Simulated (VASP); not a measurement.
# HfN in VASP: a series of runs, part 2 of 2

VASP 6.6.1.

### 3 Single point, PBE (mode 5 frozen in at +0.000 Å, normal strain along y -0.0700)

Contents of INCAR:

```
PREC = Accurate
ENCUT = 520
EDIFF = 1E-6
ISMEAR = 0
SIGMA = 0.15
LREAL = False
LASPH = True
NELM = 80
ALGO = Normal
ISIF = 2
LWAVE = False
LCHARG = False
GGA = PE
NBANDS = 14
```

Contents of KPOINTS:

```
regular mesh
0
Gamma
  16 16 16
```

Contents of POSCAR:

```
HfN
1.0
    0.0000000000      2.1146470585      2.2738140414
    2.2738140414      0.0000000000      2.2738140414
    2.2738140414      2.1146470585      0.0000000000
Hf N
1 1
Direct
    0.0000000000      0.0000000000      0.0000000000
    0.5000000000      0.5000000000      0.5000000000
```

Potentials or basis: VASP PAW PBE potentials, release 64 (Hf_pv, N).

The run is started by

```sh
$ cat potpaw_PBE.64/Hf_pv/POTCAR potpaw_PBE.64/N/POTCAR > POTCAR
$ mpirun -np 1 vasp_std > vasp.out
```

OUTCAR:

```text
PREC = Accurate
   ENCUT = 520
   EDIFF = 1E-6
   ISMEAR = 0
   LREAL = False
   LASPH = True
   NELM = 80
   ISIF = 2
   GGA = PE

 ion  position               nearest neighbor table
   1  0.000  0.000  0.000-   2 2.11   2 2.11   2 2.27   2 2.27   2 2.27   2 2.27
   2  0.500  0.500  0.500-   1 2.11   1 2.11   1 2.27   1 2.27   1 2.27   1 2.27

  LATTYP: Found a body centered tetragonal cell.
 ALAT       =     3.2156586557
 C/A-ratio  =     1.3152186130

  Lattice vectors:

 A1 = (   0.0000000000,  -2.1146470585,   2.2738140414)
 A2 = (   0.0000000000,  -2.1146470585,  -2.2738140414)
 A3 = (   2.2738140414,   2.1146470585,   0.0000000000)

Analysis of symmetry for initial positions (statically):
=====================================================================
 Subroutine PRICEL returns:
 Original cell was already a primitive cell.

 Routine SETGRP: Setting up the symmetry group for a
 body centered tetragonal supercell.

 Subroutine GETGRP returns: Found 16 space group operations
 (whereof 16 operations were pure point group operations)
 out of a pool of 16 trial point group operations.

The static configuration has the point symmetry D_4h.

Analysis of symmetry for dynamics (positions and initial velocities):
=====================================================================
 Subroutine PRICEL returns:
 Original cell was already a primitive cell.

 Routine SETGRP: Setting up the symmetry group for a
 body centered tetragonal supercell.

 Subroutine GETGRP returns: Found 16 space group operations
 (whereof 16 operations were pure point group operations)
 out of a pool of 16 trial point group operations.

The dynamic configuration has the point symmetry D_4h.

 Subroutine INISYM returns: Found 16 space group operations
 (whereof 16 operations are pure point group operations),
 and found     1 'primitive' translations

----------------------------------------------------------------------------------------

                                     Primitive cell

  volume of cell :      21.8664

[... 113 lines left out ...]
   GGA     = PE    functional components
   LHFCALC =     F    Hartree Fock is set to
   AEXX    =    0.0000 exact exchange contribution
   IVDW    =     0    specifies the selected vdW correction
   LEPSILON=     F    determine dielectric tensor
   LRPA    =     F    only Hartree local field effects (RPA)
 non-spin polarized calculation
 Gauss-broadening in eV      SIGMA  =   0.15
  energy-cutoff  :      520.00
  volume of cell :       21.87
 maximum number of plane-waves:       600
   NGX = 11   NGY = 11   NGZ = 11

 number of electron      15.0000001 magnetization

 Free energy of the ion-electron system (eV)
  ---------------------------------------------------
  ext. energy  EPLUGINS =         0.00000000
  ---------------------------------------------------
  free energy    TOTEN  =       -21.51063173 eV

  energy without entropy =      -21.50437641  energy(sigma->0) =      -21.50750407

 E-fermi :   8.8864     XC(G=0): -13.0029

 val. band max:        8.8820911021   @ k =   0.3125  -0.3125   0.2500
 cond. band min:       8.8885201547   @ k =   0.1875  -0.1875   0.0625
 fundamental gap:      0.0064290526
 Fermi energy:         8.8864381979

 k-point     1 :       0.0000    0.0000    0.0000
  band No.  band energies     occupation
      1     -22.0693      2.00000
      2     -22.0693      2.00000
      3     -22.0349      2.00000
      4      -8.9768      2.00000
      5       5.6271      2.00000
      6       5.6271      2.00000
      7       6.1138      2.00000
      8       8.2458      2.00000
      9       8.2458      2.00000
     10       9.0865      0.05921
     11       9.9039      0.00000
     12      10.3925      0.00000
     13      12.9554      0.00000
     14      18.6205      0.00000
[... 377 lines left out ...]
      1     -22.1834      2.00000
      2     -22.0971      2.00000
      3     -22.0504      2.00000
      4      -8.6872      2.00000
      5       4.6522      2.00000
      6       5.2201      2.00000
      7       5.2397      2.00000
      8       8.5804      1.99609
      9       8.9780      0.38822
     10       9.1216      0.02660
     11      10.2896      0.00000
     12      11.2864      0.00000
     13      13.9962      0.00000
     14      19.5077      0.00000

 [... further k-points ...]
[... 5 lines left out ...]
  --------------------------------------------------------------------------------------
  -------------------------------------------------------------------------------------
  Total        0.8776603      8.0465538      0.8776603      0.0000000      0.0000000      0.0000000
  in kB       64.3071471    589.5799744     64.3071471      0.0000000      0.0000000      0.0000000
  external PRESSURE =     239.3980895 kB  Pullay stress =       0.0000000 kB

 VOLUME and BASIS-vectors are now :
 -----------------------------------------------------------------------------
  energy-cutoff  :      520.00
  volume of cell :       21.87
      direct lattice vectors                 reciprocal lattice vectors
     0.000000000  2.114647059  2.273814041    -0.219894851  0.236446076  0.219894851
     2.273814041  0.000000000  2.273814041     0.219894851 -0.236446076  0.219894851
     2.273814041  2.114647059  0.000000000     0.219894851  0.236446076 -0.219894851

 POSITION                                       TOTAL-FORCE (eV/Angst)
 -----------------------------------------------------------------------------------
      0.00000      0.00000      0.00000        -0.000000      0.000000     -0.000000
      2.27381      2.11465      2.27381         0.000000     -0.000000      0.000000
 -----------------------------------------------------------------------------------
    total drift:                                0.000000     -0.000000     -0.000000

  FREE ENERGIE OF THE ION-ELECTRON SYSTEM (eV)
  ---------------------------------------------------
  free  energy   TOTEN  =       -21.5106317292 eV

  energy  without entropy=      -21.5043764125  energy(sigma->0) =      -21.50750407
```

stdout:

```text
POSCAR found type information on POSCAR HfN
 POSCAR found :  2 types and       2 ions
 scaLAPACK will be used
 LDA part: xc-table for (Slater+PW92), standard interpolation
 POSCAR, INCAR and KPOINTS ok, starting setup
 FFT: planning ... GRIDC
 FFT: planning ... GRID_SOFT
 FFT: planning ... GRID
 WAVECAR not read
 entering main loop
```

It took 78 s on 1 thread of AMD EPYC 7R43 (Zen 3), shared host; peak memory 0.19 GiB.

Results:

| Quantity | Value |
| --- | --- |
| Free energy | -21.5106 eV |
| Pressure | 23.9 GPa |

Levels at points of the mesh, in eV from the Fermi level:
| k point | band 6 | band 7 | band 8 | band 9 | band 10 | band 11 |
| --- | --- | --- | --- | --- | --- | --- |
| (0.00, 0.00, 0.00) | -3.26 | -2.77 | -0.64 | -0.64 | 0.20 | 1.02 |
| (0.50, 0.00, 0.00) | -6.56 | -6.51 | 3.35 | 3.98 | 4.34 | 4.64 |
| (0.50, 0.50, 0.00) | -3.97 | -3.83 | -3.33 | 3.87 | 5.40 | 6.36 |
| (0.50, 0.00, 0.50) | -4.22 | -3.98 | -3.98 | 4.44 | 5.89 | 5.89 |

Caveat: the cell differs from its parent crystal (mode 5 frozen in at +0.000 Å, normal strain along y -0.0700); spin-orbit coupling is left out, which moves the levels of the heavy elements.
